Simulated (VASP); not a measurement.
# SiO2 (P4_12_12) in VASP: notebook

SiO2 is run at these levels: PBE, r2SCAN; tasks: electric field gradients.

Program: VASP 6.6.1. These are calculated values, not measurements. Logs are shortened: lines on timing, memory, paths and dates and some standing lists are left out, and cuts for length are marked.

## 1. The cell of the first run

It takes space group P4_12_12 (No. 92, tetragonal). Conventional cell: a = 4.632 Å, b = 4.632 Å, c = 6.209 Å, α = 90.00°, β = 90.00°, γ = 90.00°. Within 2.2 Å of Si (site symmetry 2) lie 4 O at 1.62 to 1.64 Å. Within 2.2 Å of O (site symmetry 1) lie 2 Si at 1.62 to 1.64 Å.

## 2. Electric field gradients, PBE

The input, INCAR:

```
SYSTEM = SiO2
ALGO     = Normal         ! electronic algorithm
EDIFF    = 1E-8           ! SCF threshold, eV
ENCUT    = 520            ! plane-wave cutoff, eV
GGA      = PE             ! functional
ISIF     = 2              ! what is computed and relaxed
ISMEAR   = -1             ! smearing method
LASPH    = .TRUE.         ! aspherical terms in the spheres
LCHARG   = .FALSE.        ! write CHGCAR
LEFG     = .TRUE.       
LREAL    = .FALSE.        ! projectors in reciprocal space
LWAVE    = .FALSE.        ! write WAVECAR
NBANDS   = 44             ! bands
NELM     = 60             ! most SCF steps
PREC     = Accurate       ! precision mode
SIGMA    = 0.02           ! smearing width, eV
```

The input, KPOINTS:

```
k-points
0
G
  5 5 4
  0 0 0
```

The input, POSCAR:

```
SiO2
1.0
    4.6320000000      0.0000000000      0.0000000000
    0.0000000000      4.6320000000      0.0000000000
    0.0000000000      0.0000000000      6.2090000000
Si O
4 8
Direct
    0.3353000000      0.3353000000      0.0000000000
    0.1647000000      0.8353000000      0.2500000000
    0.6647000000      0.6647000000      0.5000000000
    0.8353000000      0.1647000000      0.7500000000
    0.2276000000      0.1768000000      0.2228000000
    0.3232000000      0.7276000000      0.4728000000
    0.7724000000      0.8232000000      0.7228000000
    0.6768000000      0.2724000000      0.9728000000
    0.7276000000      0.3232000000      0.5272000000
    0.8232000000      0.7724000000      0.2772000000
    0.2724000000      0.6768000000      0.0272000000
    0.1768000000      0.2276000000      0.7772000000
```

Potentials or basis: VASP PAW PBE potentials, release 64 (Si, O).

The run is started by

```console
cat potpaw_PBE.64/Si/POTCAR potpaw_PBE.64/O/POTCAR > POTCAR
mpirun -np 1 vasp_std > vasp.out
```

OUTCAR:

```text
SYSTEM = SiO2
   EDIFF = 1E-8
   ENCUT = 520
   GGA = PE
   ISIF = 2
   ISMEAR = -1
   LASPH = .TRUE.
   LREAL = .FALSE.
   NELM = 60
   PREC = Accurate

 ion  position               nearest neighbor table
   1  0.335  0.335  0.000-   8 1.62  11 1.62   5 1.64  12 1.64   2 2.90   4 2.90   2 2.90   4 2.90

   2  0.165  0.835  0.250-   5 1.62  10 1.62   6 1.64  11 1.64   1 2.90   3 2.90   1 2.90   3 2.90

   3  0.665  0.665  0.500-   6 1.62   9 1.62   7 1.64  10 1.64   2 2.90   4 2.90   4 2.90   2 2.90

   4  0.835  0.165  0.750-   7 1.62  12 1.62   9 1.64   8 1.64   1 2.90   3 2.90   3 2.90   1 2.90

   5  0.228  0.177  0.223-   2 1.62   1 1.64
   6  0.323  0.728  0.473-   3 1.62   2 1.64
   7  0.772  0.823  0.723-   4 1.62   3 1.64
   8  0.677  0.272  0.973-   1 1.62   4 1.64
   9  0.728  0.323  0.527-   3 1.62   4 1.64
  10  0.823  0.772  0.277-   2 1.62   3 1.64
  11  0.272  0.677  0.027-   1 1.62   2 1.64
  12  0.177  0.228  0.777-   4 1.62   1 1.64

  LATTYP: Found a simple tetragonal cell.
 ALAT       =     4.6320000000
 C/A-ratio  =     1.3404576857

  Lattice vectors:

 A1 = (   4.6320000000,   0.0000000000,   0.0000000000)
 A2 = (   0.0000000000,   4.6320000000,   0.0000000000)
 A3 = (   0.0000000000,   0.0000000000,   6.2090000000)

Analysis of symmetry for initial positions (statically):
=====================================================================
 Subroutine PRICEL returns:
 Original cell was already a primitive cell.

 Routine SETGRP: Setting up the symmetry group for a
 simple tetragonal supercell.

 Subroutine GETGRP returns: Found  8 space group operations
 (whereof  2 operations were pure point group operations)
 out of a pool of 16 trial point group operations.

The static configuration has the point symmetry C_2 .
 The point group associated with its full space group is D_4 .

Analysis of symmetry for dynamics (positions and initial velocities):
=====================================================================
 Subroutine PRICEL returns:
 Original cell was already a primitive cell.

 Routine SETGRP: Setting up the symmetry group for a
 simple tetragonal supercell.

 Subroutine GETGRP returns: Found  8 space group operations
[... 1030 lines left out ...]
  energy-cutoff  :      520.00
  volume of cell :      133.22
      direct lattice vectors                 reciprocal lattice vectors
     4.632000000  0.000000000  0.000000000     0.215889465  0.000000000  0.000000000
     0.000000000  4.632000000  0.000000000     0.000000000  0.215889465  0.000000000
     0.000000000  0.000000000  6.209000000     0.000000000  0.000000000  0.161056531

 POSITION                                       TOTAL-FORCE (eV/Angst)
 -----------------------------------------------------------------------------------
      1.55311      1.55311      0.00000        -0.227723     -0.227723     -0.000000
      0.76289      3.86911      1.55225         0.227723     -0.227723     -0.000000
      3.07889      3.07889      3.10450         0.227723      0.227723     -0.000000
      3.86911      0.76289      4.65675        -0.227723      0.227723     -0.000000
      1.05424      0.81894      1.38337         0.020781      0.332570     -0.744780
      1.49706      3.37024      2.93562        -0.332570      0.020781     -0.744780
      3.57776      3.81306      4.48787        -0.020781     -0.332570     -0.744780
      3.13494      1.26176      6.04012         0.332570     -0.020781     -0.744780
      3.37024      1.49706      3.27338         0.020781     -0.332570      0.744780
      3.81306      3.57776      1.72113        -0.332570     -0.020781      0.744780
      1.26176      3.13494      0.16888        -0.020781      0.332570      0.744780
      0.81894      1.05424      4.82563         0.332570      0.020781      0.744780
 -----------------------------------------------------------------------------------
    total drift:                               -0.000000      0.000000     -0.000000

  FREE ENERGIE OF THE ION-ELECTRON SYSTEM (eV)
  ---------------------------------------------------
  free  energy   TOTEN  =       -93.6168884859 eV

  energy  without entropy=      -93.6168884859  energy(sigma->0) =      -93.61688849

 Electric field gradients (V/A^2)
---------------------------------------------------------------------
 ion       V_xx      V_yy      V_zz      V_xy      V_xz      V_yz
---------------------------------------------------------------------
   1      -2.855    -2.855     5.709     8.857     2.646    -2.646
   2      -2.855    -2.855     5.709    -8.857     2.646     2.646
   3      -2.855    -2.855     5.709     8.857    -2.646     2.646
   4      -2.855    -2.855     5.709    -8.857    -2.646    -2.646
   5     -52.327    39.696    12.631    29.196   -21.407   -37.946
   6      39.696   -52.327    12.631   -29.196    37.946   -21.407
   7     -52.327    39.696    12.631    29.196    21.407    37.946
   8      39.696   -52.327    12.631   -29.196   -37.946    21.407
   9     -52.327    39.696    12.631   -29.196    21.407   -37.946
  10      39.696   -52.327    12.631    29.196   -37.946   -21.407
  11     -52.327    39.696    12.631   -29.196   -21.407    37.946
  12      39.696   -52.327    12.631    29.196    37.946    21.407
---------------------------------------------------------------------

 Electric field gradients after diagonalization (V/A^2)
 (convention: |V_zz| > |V_xx| > |V_yy|)
----------------------------------------------------------------------
 ion       V_xx      V_yy      V_zz     asymmetry (V_yy - V_xx)/ V_zz
----------------------------------------------------------------------
   1       6.479     6.003   -12.481       0.038
   2       6.479     6.003   -12.481       0.038
   3       6.479     6.003   -12.481       0.038
   4       6.479     6.003   -12.481       0.038
   5     -62.497   -14.115    76.612       0.632
   6     -62.497   -14.115    76.612       0.632
   7     -62.497   -14.115    76.612       0.632
   8     -62.497   -14.115    76.612       0.632
   9     -62.497   -14.115    76.612       0.632
  10     -62.497   -14.115    76.612       0.632
  11     -62.497   -14.115    76.612       0.632
  12     -62.497   -14.115    76.612       0.632
----------------------------------------------------------------------

           NMR quadrupolar parameters

 Cq : quadrupolar parameter    Cq=e*Q*V_zz/h
 eta: asymmetry parameters     (V_yy - V_xx)/ V_zz
 Q  : nuclear electric quadrupole moment in mb (millibarn)
----------------------------------------------------------------------
 ion       Cq(MHz)       eta       Q (mb)
----------------------------------------------------------------------
   1      -0.030       0.038       1.000
   2      -0.030       0.038       1.000
   3      -0.030       0.038       1.000
   4      -0.030       0.038       1.000
   5       0.185       0.632       1.000
   6       0.185       0.632       1.000
   7       0.185       0.632       1.000
   8       0.185       0.632       1.000
   9       0.185       0.632       1.000
  10       0.185       0.632       1.000
  11       0.185       0.632       1.000
  12       0.185       0.632       1.000
----------------------------------------------------------------------
```

OSZICAR:

```text
N       E                     dE             d eps       ncg     rms          rms(c)
DAV:   1     0.356057071107E+03    0.35606E+03   -0.34392E+04  1584   0.137E+03
DAV:   2    -0.826406304761E+02   -0.43870E+03   -0.42393E+03  2008   0.312E+02
DAV:   3    -0.104954780743E+03   -0.22314E+02   -0.22201E+02  1988   0.732E+01
DAV:   4    -0.105201741777E+03   -0.24696E+00   -0.24657E+00  1960   0.859E+00
DAV:   5    -0.105205287088E+03   -0.35453E-02   -0.35426E-02  1964   0.101E+00    0.282E+01
DAV:   6    -0.935455829118E+02    0.11660E+02   -0.42968E+01  1880   0.312E+01    0.138E+01
DAV:   7    -0.936003733355E+02   -0.54790E-01   -0.14477E+00  1876   0.524E+00    0.498E+00
DAV:   8    -0.936012564971E+02   -0.88316E-03   -0.56281E-02  1984   0.162E+00    0.197E+00
DAV:   9    -0.936156099036E+02   -0.14353E-01   -0.27257E-02  1824   0.109E+00    0.335E-01
DAV:  10    -0.936168567490E+02   -0.12468E-02   -0.31843E-03  1976   0.271E-01    0.113E-01
DAV:  11    -0.936168789268E+02   -0.22178E-04   -0.62362E-04  1880   0.136E-01    0.145E-02
DAV:  12    -0.936168899040E+02   -0.10977E-04   -0.35217E-05  1976   0.281E-02    0.161E-02
DAV:  13    -0.936168880160E+02    0.18880E-05   -0.16776E-05  1968   0.197E-02    0.404E-03
DAV:  14    -0.936168885596E+02   -0.54356E-06   -0.59100E-07  1840   0.406E-03    0.705E-04
DAV:  15    -0.936168884890E+02    0.70569E-07   -0.13257E-07  1992   0.176E-03    0.855E-04
DAV:  16    -0.936168884859E+02    0.31278E-08   -0.29958E-08  1684   0.872E-04
   1 F= -.93616888E+02 E0= -.93616888E+02  d E =-.106338E-11
```

It took 85 s on 1 thread of Intel Xeon Platinum 8259CL at 2.50GHz (Skylake/Cascade Lake), shared host; peak memory 0.27 GiB.

Results:

| Quantity | Value |
| --- | --- |
| Free energy | -93.6169 eV |
| Pressure | 7.9 GPa |
| Largest force | 0.816 eV/Å |
| Band gap on the k mesh | 5.70 eV |
| Largest electric field gradient by atom | Si -12.5; O +76.6 V/Å² |

Forces in eV/Å, atoms in the order of the input:
```
Si  -0.228 -0.228  0.000
Si   0.228 -0.228  0.000
Si   0.228  0.228  0.000
Si  -0.228  0.228  0.000
O    0.021  0.333 -0.745
O   -0.333  0.021 -0.745
O   -0.021 -0.333 -0.745
O    0.333 -0.021 -0.745
O    0.021 -0.333  0.745
O   -0.333 -0.021  0.745
O   -0.021  0.333  0.745
O    0.333  0.021  0.745
```

Levels at points of the mesh, in eV from the valence-band top:
```
           k point  band 30  band 31  band 32  band 33  band 34  band 35
(0.00, 0.00, 0.00)    -0.96    -0.96     0.00     5.70     8.79     8.79
(0.00, 0.00, 0.50)    -1.19    -0.48    -0.48     7.30     7.30     8.68
```

Electric field gradients, principal values (V/Å²):
| atom | least | middle | greatest (by size) |
| --- | --- | --- | --- |
| 1 Si | 6.003 | 6.479 | -12.481 |
| 2 Si | 6.003 | 6.479 | -12.481 |
| 3 Si | 6.003 | 6.479 | -12.481 |
| 4 Si | 6.003 | 6.479 | -12.481 |
| 5 O | -14.115 | -62.497 | 76.612 |
| 6 O | -14.115 | -62.497 | 76.612 |
| 7 O | -14.115 | -62.497 | 76.612 |
| 8 O | -14.115 | -62.497 | 76.612 |
| 9 O | -14.115 | -62.497 | 76.612 |
| 10 O | -14.115 | -62.497 | 76.612 |
| 11 O | -14.115 | -62.497 | 76.612 |
| 12 O | -14.115 | -62.497 | 76.612 |

Caveat: the stress differs along the axes, from 3 to 10 GPa; without QUAD_EFG the Cq values of the log hold for a quadrupole moment of 1 mb, not for the nuclei. A k mesh can miss the band edges.

## 3. Electric field gradients, r2SCAN

The input, POSCAR:

```
SiO2
1.0
    4.6320000000      0.0000000000      0.0000000000
    0.0000000000      4.6320000000      0.0000000000
    0.0000000000      0.0000000000      6.2090000000
Si O
4 8
Direct
    0.3382056770      0.3382056770      0.0000000000
    0.1617943230      0.8382056770      0.2500000000
    0.6617943230      0.6617943230      0.5000000000
    0.8382056770      0.1617943230      0.7500000000
    0.2224331928      0.1792939571      0.2165440058
    0.3207060429      0.7224331928      0.4665440058
    0.7775668072      0.8207060429      0.7165440058
    0.6792939571      0.2775668072      0.9665440058
    0.7224331928      0.3207060429      0.5334559942
    0.8207060429      0.7775668072      0.2834559942
    0.2775668072      0.6792939571      0.0334559942
    0.1792939571      0.2224331928      0.7834559942
```

The input, INCAR.step1:

```
  ALGO = Normal
  EDIFF = 1E-4
  ENCUT = 520
  GGA = PE
  ISMEAR = -1
  LASPH = True
  LCHARG = False
  LREAL = False
  LWAVE = True
  NBANDS = 44
  NELM = 60
  PREC = Accurate
  SIGMA = 0.02
```

The input, INCAR.step2:

```
  ALGO = Normal
  EDIFF = 1E-8
  ENCUT = 520
  ISIF = 2
  ISMEAR = -1
  ISTART = 1
  LASPH = True
  LCHARG = False
  LEFG = True
  LMIXTAU = True
  LREAL = False
  LWAVE = False
  METAGGA = R2SCAN
  NBANDS = 44
  NELM = 60
  PREC = Accurate
  SIGMA = 0.02
```

The input, KPOINTS:

```
k-points
0
Gamma
  5 5 4
```

Potentials or basis: VASP PAW PBE potentials, release 64 (Si, O).

The run is started by

```console
cat potpaw_PBE.64/Si/POTCAR potpaw_PBE.64/O/POTCAR > POTCAR
cp INCAR.step1 INCAR
mpirun -np 1 vasp_std > vasp.out
cp INCAR.step2 INCAR
mpirun -np 1 vasp_std > vasp.out
```

OUTCAR:

```text
EDIFF = 1E-8
   ENCUT = 520
   ISIF = 2
   ISMEAR = -1
   ISTART = 1
   LASPH = True
   LREAL = False
   METAGGA = R2SCAN
   NELM = 60
   PREC = Accurate

 ion  position               nearest neighbor table
   1  0.338  0.338  0.000-   8 1.62  11 1.62   5 1.62  12 1.62   2 2.91   4 2.91   2 2.91   4 2.91

   2  0.162  0.838  0.250-   5 1.62  10 1.62   6 1.62  11 1.62   1 2.91   3 2.91   1 2.91   3 2.91

   3  0.662  0.662  0.500-   6 1.62   9 1.62   7 1.62  10 1.62   2 2.91   4 2.91   4 2.91   2 2.91

   4  0.838  0.162  0.750-   7 1.62  12 1.62   9 1.62   8 1.62   1 2.91   3 2.91   3 2.91   1 2.91

   5  0.222  0.179  0.217-   2 1.62   1 1.62
   6  0.321  0.722  0.467-   3 1.62   2 1.62
   7  0.778  0.821  0.717-   4 1.62   3 1.62
   8  0.679  0.278  0.967-   1 1.62   4 1.62
   9  0.722  0.321  0.533-   3 1.62   4 1.62
  10  0.821  0.778  0.283-   2 1.62   3 1.62
  11  0.278  0.679  0.033-   1 1.62   2 1.62
  12  0.179  0.222  0.783-   4 1.62   1 1.62
[... 1118 lines left out ...]
   1       6.554     2.763    -9.317       0.407
   2       6.554     2.763    -9.317       0.407
   3       6.554     2.763    -9.317       0.407
   4       6.554     2.763    -9.317       0.407
   5     -55.876   -20.910    76.786       0.455
   6     -55.876   -20.910    76.786       0.455
   7     -55.876   -20.910    76.786       0.455
   8     -55.876   -20.910    76.786       0.455
   9     -55.876   -20.910    76.786       0.455
  10     -55.876   -20.910    76.786       0.455
  11     -55.876   -20.910    76.786       0.455
  12     -55.876   -20.910    76.786       0.455
----------------------------------------------------------------------

           NMR quadrupolar parameters

 Cq : quadrupolar parameter    Cq=e*Q*V_zz/h
 eta: asymmetry parameters     (V_yy - V_xx)/ V_zz
 Q  : nuclear electric quadrupole moment in mb (millibarn)
----------------------------------------------------------------------
 ion       Cq(MHz)       eta       Q (mb)
----------------------------------------------------------------------
   1      -0.023       0.407       1.000
   2      -0.023       0.407       1.000
   3      -0.023       0.407       1.000
   4      -0.023       0.407       1.000
   5       0.186       0.455       1.000
   6       0.186       0.455       1.000
   7       0.186       0.455       1.000
   8       0.186       0.455       1.000
   9       0.186       0.455       1.000
  10       0.186       0.455       1.000
  11       0.186       0.455       1.000
  12       0.186       0.455       1.000
----------------------------------------------------------------------
```

OSZICAR.step1:

```text
N       E                     dE             d eps       ncg     rms          rms(c)
DAV:   1     0.358514034102E+03    0.35851E+03   -0.34435E+04  1584   0.137E+03
DAV:   2    -0.828927543823E+02   -0.44141E+03   -0.42693E+03  2004   0.313E+02
DAV:   3    -0.105305743882E+03   -0.22413E+02   -0.22301E+02  1992   0.735E+01
DAV:   4    -0.105553955110E+03   -0.24821E+00   -0.24785E+00  1968   0.862E+00
DAV:   5    -0.105557565352E+03   -0.36102E-02   -0.36080E-02  1964   0.102E+00    0.288E+01
DAV:   6    -0.936739775990E+02    0.11884E+02   -0.43598E+01  1880   0.314E+01    0.140E+01
DAV:   7    -0.937179978824E+02   -0.44020E-01   -0.15260E+00  1928   0.531E+00    0.503E+00
DAV:   8    -0.937187805989E+02   -0.78272E-03   -0.63390E-02  1916   0.169E+00    0.197E+00
DAV:   9    -0.937334417108E+02   -0.14661E-01   -0.29271E-02  1800   0.110E+00    0.338E-01
DAV:  10    -0.937347389323E+02   -0.12972E-02   -0.31747E-03  1984   0.273E-01    0.109E-01
DAV:  11    -0.937347623298E+02   -0.23397E-04   -0.58214E-04  1704   0.132E-01
   1 F= -.93734762E+02 E0= -.93734762E+02  d E =-.843319E-11
```

It took 4.6 min on 1 thread of Intel Xeon Platinum 8259CL at 2.50GHz (Skylake/Cascade Lake), shared host; peak memory 0.28 GiB.

Results:

```
Free energy                             : -118.3747 eV
Pressure                                : 4.2 GPa
Largest force                           : 0.379 eV/Å
Band gap on the k mesh                  : 6.65 eV
Largest electric field gradient by atom : Si -9.3; O +76.8 V/Å²
```

Forces in eV/Å, atoms in the order of the input:
```
Si   0.061  0.061  0.000
Si  -0.061  0.061  0.000
Si  -0.061 -0.061  0.000
Si   0.061 -0.061  0.000
O    0.064 -0.203 -0.313
O    0.203  0.064 -0.313
O   -0.064  0.203 -0.313
O   -0.203 -0.064 -0.313
O    0.064  0.203  0.313
O    0.203 -0.064  0.313
O   -0.064 -0.203  0.313
O   -0.203  0.064  0.313
```

Stress tensor (GPa, compression positive):
```
4.52 0.00 0.00
0.00 4.52 0.00
0.00 0.00 3.53
```

Electric field gradients, principal values (V/Å²):
```csv
atom,least,middle,greatest (by size)
1 Si,2.763,6.554,-9.317
2 Si,2.763,6.554,-9.317
3 Si,2.763,6.554,-9.317
4 Si,2.763,6.554,-9.317
5 O,-20.910,-55.876,76.786
6 O,-20.910,-55.876,76.786
7 O,-20.910,-55.876,76.786
8 O,-20.910,-55.876,76.786
9 O,-20.910,-55.876,76.786
10 O,-20.910,-55.876,76.786
11 O,-20.910,-55.876,76.786
12 O,-20.910,-55.876,76.786
```

Caveat: the cell stands under pressure; without QUAD_EFG the Cq values of the log hold for a quadrupole moment of 1 mb, not for the nuclei; the PAW data sets were made with another functional, which shifts forces and pressure a little.
